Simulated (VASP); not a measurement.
Runs of VASP 6.6.1 on In2O3. The structure is that of space group R-3c (No. 167), or close to it. The cells are those of the table. 

```csv
cell,gap on the mesh (eV),pressure (GPa),largest force (eV/Å)
"a = 5.701 Å, angles 57.8°, 10 atoms",1.95,(b),0.33
"a = 5.924 Å, angles 52.4°, 10 atoms",1.94,14.6,0.87
"a = 6.093 Å, angles 56.7°, 10 atoms",0.81,-18.3,0.21
"a = 5.965 Å, angles 53.5°, 10 atoms",1.70,(a),0.57
"a = 5.991 Å, angles 57.7°, 10 atoms",0.93,-16.3,0.07
```

Alike in all rows: task single point; level r2SCAN; potentials or basis VASP PAW PBE potentials, release 64 (In_d, O); no spin polarisation; k mesh 6 × 6 × 6; cutoff (eV) 520; smearing gaussian 0.05 eV.

Task: Estimate the missing entries.

Result: (a) 2.8; (b) 5.6.

Caveats: the PAW data sets were made with another functional, which shifts forces and pressure a little; spin-orbit coupling is left out, which moves the levels of the heavy elements; the cell stands under pressure (at least some runs); the stress differs along the axes, from 0 to 22 GPa (at least some runs); the cell stands under tension (at least some runs); the stress differs along the axes, from -7 to 8 GPa (at least some runs); the stress differs along the axes, from -18 to -12 GPa (at least some runs).

A k mesh can miss the band edges, and the runs leave out spin-orbit coupling on In.
